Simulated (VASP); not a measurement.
Runs of VASP 6.6.1 on Sn. It takes space group Fd-3m (No. 227, cubic). The conventional cell has a = 6.491 Å, b = 6.491 Å, c = 6.491 Å, α = 90.00°, β = 90.00°, γ = 90.00°. Sn (site symmetry -43m) has 4 Sn at 2.81 Å within 3.7 Å. 

```csv
task,level,potentials or basis,gap on the mesh (eV),pressure (GPa)
electric field gradients,LDA,"VASP PAW LDA potentials, release 64 (Sn_d)",none,(a)
electric field gradients,r2SCAN,"VASP PAW PBE potentials, release 64 (Sn_d)",none,1.6
single point,PBEsol,"VASP PAW PBE potentials, release 64 (Sn_d)",none,0.9
single point,LDA,"VASP PAW LDA potentials, release 64 (Sn_d)",none,-0.3
electric field gradients,PBEsol,"VASP PAW PBE potentials, release 64 (Sn_d)",none,0.9
```

Alike in all rows: no spin polarisation; cell as given; k mesh 11 × 11 × 11; cutoff (eV) 520; smearing fermi-dirac 0.05 eV.

Problem. Fill in the values left out.

Solution. (a) -0.4.

Caveats: spin-orbit coupling is left out, which moves the levels of the heavy elements; the PAW data sets were made with another functional, which shifts forces and pressure a little (some runs).

A k mesh can miss the band edges, and the runs leave out spin-orbit coupling on Sn.

A gap of «none» marks levels without a gap at the run's occupations.
